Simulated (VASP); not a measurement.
IrOs2: single point with LDA

IrOs2, a slab with vacuum:

```
Ir Os
1.0
     2.68915    0.00000    0.00000
    -1.34457    2.32887    0.00000
     0.00000    0.00000   20.39140
Ir Os
1 2
Direct
  0.16667 0.33333 0.39604
  0.50000 0.00000 0.50000
  0.83333 0.66667 0.60396
```

```json
{"Program": "VASP 6.6.1", "Task": "single point", "Functional": "LDA", "Potentials or basis": "VASP PAW LDA potentials, release 64 (Ir, Os)", "Cutoff": "520 eV", "k mesh": "17 × 17 × 1", "Occupations": "fermi-dirac, width 0.08 eV", "Spin": "no spin polarisation", "Dipole correction": "yes", "Further INCAR settings": "ALGO = Normal; EDIFF = 1e-06; NBANDS = 20"}
```

```
Largest force          : 0.948 eV/Å
Band gap on the k mesh : zero (an odd number of electrons rules out a gap without spin polarisation)
```

Forces in eV/Å, atoms in the order of the input:
```
Ir   0.000  0.000 -0.492
Os   0.000  0.000  0.948
Os   0.000  0.000 -0.457
```

Levels at points of the mesh, in eV from the Fermi level:
```csv
k point,band 8,band 9,band 10,band 11,band 12,band 13,band 14,band 15,band 16,band 17
"(0.00, 0.00, 0.00)",-3.31,-3.21,-2.54,-2.54,-1.21,-0.54,-0.54,0.11,0.11,0.32
```

Run time: 5.7 min on 1 thread of Intel Xeon 8259CL, with other jobs on the host, peak memory 0.26 GiB.

Caveat: spin-orbit coupling is left out, which moves the levels of the heavy elements.
